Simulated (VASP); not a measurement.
Crystal: MgS.

```
Mg S
1.0
    -0.01458    2.83087    2.83087
     2.83087   -0.01458    2.83087
     2.81630    2.81630    0.00000
Mg S
1 1
Direct
  0.00095 0.00095 0.99905
  0.74905 0.74905 0.75095
```

This cell differs from its parent crystal: shear xy strain -1.0%.

Base run:

| Quantity | Value |
| --- | --- |
| Program | VASP 6.6.1 |
| Functional | PBE |
| Potentials or basis | VASP PAW PBE potentials, release 64 (Mg, S) |
| Cutoff | 520 eV |
| k mesh | 8 × 8 × 8 |
| Occupations | fermi-dirac, width 0.02 eV |
| Spin | no spin polarisation |

Its results: band gap on the k mesh 3.43 eV; pressure 0.9 GPa.

Task: The run is repeated on the same cell with these changes: functional from PBE to r2SCAN; occupations from fermi-dirac, width 0.02 eV to gaussian, width 0.01 eV. What comes out?

Result: Band gap on the k mesh 4.10 eV; pressure -0.3 GPa.

Caveats: the PAW data sets were made with another functional, which shifts forces and pressure a little (at least some runs).

A k mesh can miss the band edges.
